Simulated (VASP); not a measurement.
Runs of VASP 6.6.1 on Te2Mo. The structure is that of space group P-3m1 (No. 164), or close to it. The cells are those of the table. 

```csv
level,potentials or basis,cell,k mesh,smearing,gap on the mesh (eV),largest force (eV/Å)
PBE,"VASP PAW PBE potentials, release 64 (Te, Mo_sv)","a = 3.561, b = 3.561, c = 38.990 Å, angles 90.0, 90.0, 120.0°, 12 atoms",9 × 9 × 1,gaussian 0.013 eV,0.99,0.23
revPBE+D4,"VASP PAW PBE potentials, release 64 (Te, Mo_sv)","a = 3.488, b = 3.488, c = 36.713 Å, angles 90.0, 90.0, 120.0°, 12 atoms",9 × 9 × 1,fermi-dirac 0.05 eV,0.69,0.01
PBEsol+D3(BJ),"VASP PAW PBE potentials, release 64 (Te, Mo_sv)","a = 3.436, b = 3.436, c = 35.865 Å, angles 90.0, 90.0, 120.0°, 12 atoms",9 × 9 × 1,fermi-dirac 0.05 eV,(a),0.03
LDA,"VASP PAW LDA potentials, release 64 (Te, Mo_sv)","a = 3.472, b = 3.472, c = 36.970 Å, angles 90.0, 90.0, 120.0°, 12 atoms",7 × 7 × 1,fermi-dirac 0.05 eV,0.86,0.06
RPBE+D4,"VASP PAW PBE potentials, release 64 (Te, Mo_sv)","a = 3.477, b = 3.477, c = 36.450 Å, angles 90.0, 90.0, 120.0°, 12 atoms",9 × 9 × 1,fermi-dirac 0.05 eV,0.66,0.01
PBEsol,"VASP PAW PBE potentials, release 64 (Te, Mo_sv)","a = 3.493, b = 3.493, c = 37.503 Å, angles 90.0, 90.0, 120.0°, 12 atoms",9 × 9 × 1,fermi-dirac 0.05 eV,0.88,0.04
PBE,"VASP PAW PBE potentials, release 64 (Te, Mo_sv)","a = 3.556, b = 3.556, c = 40.003 Å, angles 90.0, 90.0, 120.0°, 12 atoms",9 × 9 × 1,fermi-dirac 0.05 eV,1.04,0.01
revPBE,"VASP PAW PBE potentials, release 64 (Te, Mo_sv)","a = 3.581, b = 3.581, c = 42.753 Å, angles 90.0, 90.0, 120.0°, 12 atoms",7 × 7 × 1,fermi-dirac 0.05 eV,(b),0.01
PBE,"VASP PAW PBE potentials, release 64 (Te, Mo_sv)","a = 3.561, b = 3.561, c = 38.990 Å, angles 90.0, 90.0, 120.0°, 12 atoms",9 × 9 × 1,gaussian 0.014 eV,0.99,0.23
```

Alike in all rows: task single point; no spin polarisation; cutoff (eV) 520.

Q: Fill in the values left out.

A: (a) 0.58; (b) 1.34.

Caveats: spin-orbit coupling is left out, which moves the levels of the heavy elements; the PAW data sets were made with another functional, which shifts forces and pressure a little (some runs).

A k mesh can miss the band edges, and the runs leave out spin-orbit coupling on Mo, Te.
